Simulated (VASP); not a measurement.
# BN (F-43m) in VASP: notebook

BN is run at these levels: r2SCAN; tasks: single point.

Program: VASP 6.6.1. These are calculated values, not measurements. Logs are shortened: lines on timing, memory, paths and dates and some standing lists are left out, and cuts for length are marked.

## Step 1: The cell of the first run

Symmetry: F-43m, No. 216, cubic system. Conventional cell: a = 3.610 Å, b = 3.610 Å, c = 3.610 Å, α = 90.00°, β = 90.00°, γ = 90.00°. Within 2.1 Å of B (site symmetry -43m) lie 4 N at 1.56 Å. Within 2.1 Å of N (site symmetry -43m) lie 4 B at 1.56 Å.

## Step 2: Single point, r2SCAN

POSCAR reads:

```
BN
1.0
    0.0000000000      1.8048254497      1.8048254497
    1.8048254497      0.0000000000      1.8048254497
    1.8048254497      1.8048254497      0.0000000000
B N
1 1
Direct
    0.0000000000      0.0000000000      0.0000000000
    0.2500000000      0.2500000000      0.2500000000
```

INCAR.step1 reads:

```
PREC = Accurate
ENCUT = 1460
ISMEAR = 1
SIGMA = 0.2
LREAL = F
LASPH = T
NELM = 120
NBANDS = 11
GGA = PE
ALGO = Normal
EDIFF = 1E-5
LWAVE = T
LCHARG = F
GGA_COMPAT = F
```

INCAR.step2 reads:

```
PREC = Accurate
ENCUT = 1460
EDIFF = 1E-6
ISMEAR = 1
SIGMA = 0.2
LREAL = F
LASPH = T
NELM = 120
ALGO = Normal
ISIF = 2
LWAVE = F
LCHARG = F
METAGGA = R2SCAN
LMIXTAU = T
NBANDS = 11
ISTART = 1
GGA_COMPAT = F
```

KPOINTS reads:

```
regular mesh
0
Gamma
  8 8 8
```

Potentials or basis: VASP PAW PBE potentials, release 64 (B_h, N_h).

Run with:

```bash
$ cat potpaw_PBE.64/B_h/POTCAR potpaw_PBE.64/N_h/POTCAR > POTCAR
$ cp INCAR.step1 INCAR
$ mpirun -np 1 vasp_std > vasp.out
$ cp INCAR.step2 INCAR
$ mpirun -np 1 vasp_std > vasp.out
```

OUTCAR:

```text
PREC = Accurate
   ENCUT = 1460
   EDIFF = 1E-6
   ISMEAR = 1
   LREAL = F
   LASPH = T
   NELM = 120
   ISIF = 2
   METAGGA = R2SCAN
   ISTART = 1

 ion  position               nearest neighbor table
   1  0.000  0.000  0.000-
   2  0.250  0.250  0.250-

  LATTYP: Found a face centered cubic cell.
 ALAT       =     3.6096508994

  Lattice vectors:

 A1 = (   0.0000000000,   1.8048254497,   1.8048254497)
 A2 = (   1.8048254497,   0.0000000000,   1.8048254497)
 A3 = (   1.8048254497,   1.8048254497,   0.0000000000)

Analysis of symmetry for initial positions (statically):
=====================================================================
 Subroutine PRICEL returns:
 Original cell was already a primitive cell.

 Routine SETGRP: Setting up the symmetry group for a
 face centered cubic supercell.

 Subroutine GETGRP returns: Found 24 space group operations
 (whereof 24 operations were pure point group operations)
 out of a pool of 48 trial point group operations.

The static configuration has the point symmetry T_d .

Analysis of symmetry for dynamics (positions and initial velocities):
=====================================================================
 Subroutine PRICEL returns:
 Original cell was already a primitive cell.

 Routine SETGRP: Setting up the symmetry group for a
 face centered cubic supercell.

 Subroutine GETGRP returns: Found 24 space group operations
 (whereof 24 operations were pure point group operations)
 out of a pool of 48 trial point group operations.

The dynamic configuration has the point symmetry T_d .

 Subroutine INISYM returns: Found 24 space group operations
 (whereof 24 operations are pure point group operations),
 and found     1 'primitive' translations

----------------------------------------------------------------------------------------

                                     Primitive cell

  volume of cell :      11.7581

  direct lattice vectors                    reciprocal lattice vectors
     0.000000000  1.804825450  1.804825450    -0.277035101  0.277035101  0.277035101
     1.804825450  0.000000000  1.804825450     0.277035101 -0.277035101  0.277035101
     1.804825450  1.804825450  0.000000000     0.277035101  0.277035101 -0.277035101

  length of vectors
     2.552408629  2.552408629  2.552408629     0.479838870  0.479838870  0.479838870

  position of ions in fractional coordinates (direct lattice)
     0.000000000  0.000000000  0.000000000
     0.250000000  0.250000000  0.250000000

  ion indices of the primitive-cell ions
   primitive index   ion index
                 1           1
                 2           2

----------------------------------------------------------------------------------------

 KPOINTS: regular mesh

Automatic generation of k-mesh.
 Grid dimensions read from file:
 generate k-points for:    8    8    8

 Generating k-lattice:

  Cartesian coordinates                     Fractional coordinates (reciprocal lattice)
    -0.034629388  0.034629388  0.034629388     0.125000000  0.000000000  0.000000000
     0.034629388 -0.034629388  0.034629388     0.000000000  0.125000000  0.000000000
     0.034629388  0.034629388 -0.034629388     0.000000000  0.000000000  0.125000000

  Length of vectors
     0.059979859  0.059979859  0.059979859

  Shift w.r.t. Gamma in fractional coordinates (k-lattice)
     0.000000000  0.000000000  0.000000000

 Subroutine IBZKPT returns following result:
 ===========================================

 Found     29 irreducible k-points:

 Following reciprocal coordinates:
            Coordinates               Weight
  0.000000  0.000000  0.000000      1.000000
  0.125000  0.000000  0.000000      8.000000
  0.250000  0.000000  0.000000      8.000000
  0.375000  0.000000  0.000000      8.000000
  0.500000  0.000000  0.000000      4.000000
  0.125000  0.125000  0.000000      6.000000
[... 16 lines left out ...]
  0.500000  0.250000  0.125000     48.000000
 -0.375000  0.250000  0.125000     24.000000
 [... further k-points ...]
   k-points           NKPTS =     29   k-points in BZ     NKDIM =     29   number of bands    NBANDS=     11
   number of dos      NEDOS =    301   number of ions     NIONS =      2
   total plane-waves  NPLWV =  32768
   dimension x,y,z NGX =    32 NGY =   32 NGZ =   32
   dimension x,y,z NGXF=    64 NGYF=   64 NGZF=   64
   ions per type =               1   1
   NGX,Y,Z   is equivalent  to a cutoff of  20.84, 20.84, 20.84 a.u.
   NGXF,Y,Z  is equivalent  to a cutoff of  41.69, 41.69, 41.69 a.u.
 SYSTEM =  unknown system
   PREC   = accura    normal or accurate (medium, high low for compatibility)
   ISTART =      1    job   : 0-new  1-cont  2-samecut
   ICHARG =      0    charge: 1-file 2-atom 10-const
   ISPIN  =      1    spin polarized calculation?
   LNONCOLLINEAR =      F non collinear calculations
   LSORBIT =      F    spin-orbit coupling
   LASPH  =      T    aspherical Exc in radial PAW
   ENCUT  = 1460.0 eV 107.31 Ry   10.36 a.u.   7.95  7.95  7.95*2*pi/ulx,y,z
   NELM   =    120;   NELMIN=  2; NELMDL=  0     # of ELM steps
   EDIFF  = 0.1E-05   stopping-criterion for ELM
   LREAL  =      F    real-space projection
   EDIFFG = 0.1E-04   stopping-criterion for IOM
   NSW    =      0    number of steps for IOM
   IBRION =     -1    ionic relax: 0-MD 1-quasi-New 2-CG
   NFREE  =      0    steps in history (QN), initial steepest desc. (CG)
   ISIF   =      2    stress and relaxation
   ISYM   =      2    0-nonsym 1-usesym 2-fastsym
   POTIM  = 0.5000    time-step for ionic-motion
   TEBEG  =    0.0;   TEEND  =   0.0 temperature during run
   PSTRESS=    0.0 pullay stress
   NELECT =       8.0000    total number of electrons
   NUPDOWN=      -1.0000    fix difference up-down
   EMIN   =  10.00;   EMAX   =-10.00  energy-range for DOS
   EFERMI =   0.00;   METHOD = LEGACY
   ISMEAR =     1;   SIGMA  =   0.20  broadening in eV -4-tet -1-fermi 0-gaus
   EFERMI_NEDOS =   21; number of points for ismear=-14 and -15
   IALGO  =     38    algorithm
   IMIX   =      4    mixing-type and parameters
     AMIX     =   0.40;   BMIX     =  1.00
     AMIX_MAG =   1.60;   BMIX_MAG =  1.00
  volume/ion in A,a.u.               =       5.88        39.67
  Fermi-wavevector in a.u.,A,eV,Ry     =   1.439880  2.720979 28.208337  2.073254
  Thomas-Fermi vector in A             =   2.558686
   LORBIT       =      0    0 simple, 1 ext, 2 COOP (PROOUT), +10 PAW based schemes
   METAGGA = R2SCAN    functional components
   LHFCALC =     F    Hartree Fock is set to
   AEXX    =    0.0000 exact exchange contribution
   IVDW    =     0    specifies the selected vdW correction
   LEPSILON=     F    determine dielectric tensor
   LRPA    =     F    only Hartree local field effects (RPA)
 non-spin polarized calculation
 Methfessel and Paxton  Order N= 1 SIGMA  =   0.20
  energy-cutoff  :     1460.00
  volume of cell :       11.76
 maximum number of plane-waves:      1524
   NGX = 15   NGY = 15   NGZ = 15

 number of electron       8.0000000 magnetization

 Free energy of the ion-electron system (eV)
  ---------------------------------------------------
  ext. energy  EPLUGINS =         0.00000000
  ---------------------------------------------------
  free energy    TOTEN  =       -19.20367256 eV

  energy without entropy =      -19.20374897  energy(sigma->0) =      -19.20369803

 E-fermi :   9.1524     XC(G=0): -13.7799

 val. band max:        8.9855202544   @ k =   0.0000   0.0000   0.0000
 cond. band min:      13.9833842021   @ k =   0.5000   0.5000   0.0000
 fundamental gap:      4.9978639477
 Fermi energy:         9.1524074225

 k-point     1 :       0.0000    0.0000    0.0000
  band No.  band energies     occupation
      1     -12.3488      2.00000
      2       8.9855      1.99669
      3       8.9855      1.99669
      4       8.9855      1.99668
      5      18.5570      0.00000
      6      18.5570      0.00000
      7      18.5570      0.00000
      8      20.1252      0.00000
      9      35.2146      0.00000
     10      37.7429      0.00000
     11      37.7429      0.00000

 k-point     2 :       0.1250    0.0000    0.0000
  band No.  band energies     occupation
      1     -11.9555      2.00000
      2       7.0243      2.00000
      3       8.5925      2.00055
      4       8.5925      2.00055
      5      18.9436      0.00000
      6      19.1581      0.00000
      7      19.1581      0.00000
      8      21.3739      0.00000
      9      34.7103      0.00000
     10      34.7103      0.00000
     11      34.7529      0.00000

 k-point     3 :       0.2500    0.0000    0.0000
  band No.  band energies     occupation
      1     -10.8165      2.00000
      2       3.2559      2.00000
      3       7.8154      2.00000
      4       7.8154      2.00000
      5      19.3784      0.00000
      6      20.1516      0.00000
      7      20.1516      0.00000
      8      23.5886      0.00000
      9      33.6534      0.00000
     10      33.6534      0.00000
     11      33.8547      0.00000

 k-point     4 :       0.3750    0.0000    0.0000
  band No.  band energies     occupation
      1      -9.1499      2.00000
      2      -0.3317      2.00000
      3       7.1931      2.00000
      4       7.1931      2.00000
      5      19.7091      0.00000
      6      20.5091      0.00000
      7      20.5091      0.00000
      8      25.0085      0.00000
      9      33.6775      0.00000
     10      35.3675      0.00000
     11      35.3675      0.00000
[... 239 lines left out ...]
 k-point    22 :       0.3750    0.2500    0.1250
  band No.  band energies     occupation
      1      -9.8473      2.00000
      2       3.0037      2.00000
      3       4.8851      2.00000
      4       6.8806      2.00000
      5      18.2920      0.00000
      6      21.7477      0.00000
      7      22.4665      0.00000
      8      23.3184      0.00000
      9      29.6578      0.00000
     10      36.1020      0.00000
     11      37.8477      0.00000

 k-point    23 :       0.5000    0.2500    0.1250
  band No.  band energies     occupation
      1      -8.2955      2.00000
      2       0.3990      2.00000
      3       4.0211      2.00000
      4       5.9221      2.00000
      5      19.1324      0.00000
      6      21.2075      0.00000
      7      23.6829      0.00000
      8      24.7191      0.00000
      9      30.3951      0.00000
     10      35.6209      0.00000
     11      38.0771      0.00000

 k-point    24 :      -0.3750    0.2500    0.1250
  band No.  band energies     occupation
      1      -7.3085      2.00000
      2      -1.0968      2.00000
      3       3.9361      2.00000
      4       5.4042      2.00000
      5      19.3341      0.00000
      6      20.9836      0.00000
      7      24.3992      0.00000
      8      25.9512      0.00000
      9      29.6840      0.00000
     10      36.3584      0.00000
     11      38.0294      0.00000

 [... further k-points ...]

------------------------ aborting loop because EDIFF is reached ----------------------------------------

  FORCE on cell =-STRESS in cart. coord.  units (eV):
  Direction    XX          YY          ZZ          XY          YZ          ZX
  --------------------------------------------------------------------------------------
  -------------------------------------------------------------------------------------
  Total       -0.0319045     -0.0319045     -0.0319045      0.0000000      0.0000000     -0.0000000
  in kB       -4.3473709     -4.3473709     -4.3473709      0.0000000      0.0000000     -0.0000000
  external PRESSURE =      -4.3473709 kB  Pullay stress =       0.0000000 kB

 VOLUME and BASIS-vectors are now :
 -----------------------------------------------------------------------------
  energy-cutoff  :     1460.00
  volume of cell :       11.76
      direct lattice vectors                 reciprocal lattice vectors
     0.000000000  1.804825450  1.804825450    -0.277035101  0.277035101  0.277035101
     1.804825450  0.000000000  1.804825450     0.277035101 -0.277035101  0.277035101
     1.804825450  1.804825450  0.000000000     0.277035101  0.277035101 -0.277035101

 POSITION                                       TOTAL-FORCE (eV/Angst)
 -----------------------------------------------------------------------------------
      0.00000      0.00000      0.00000        -0.000000     -0.000000     -0.000000
      0.90241      0.90241      0.90241         0.000000      0.000000      0.000000
 -----------------------------------------------------------------------------------
    total drift:                               -0.000000     -0.000000     -0.000000

  FREE ENERGIE OF THE ION-ELECTRON SYSTEM (eV)
  ---------------------------------------------------
  free  energy   TOTEN  =       -19.2036725614 eV

  energy  without entropy=      -19.2037489653  energy(sigma->0) =      -19.20369803
```

It took 26 s on 1 thread of Intel Xeon Platinum 8488C (Sapphire Rapids), shared host; peak memory 0.18 GiB.

Results:

* Free energy: -19.2037 eV
* Pressure: -0.4 GPa
* Band gap on the k mesh: 5.00 eV (least direct gap 9.57 eV)

Caveat: the PAW data sets were made with another functional, which shifts forces and pressure a little. A k mesh can miss the band edges.

(Part 1 of 2 ends here.)
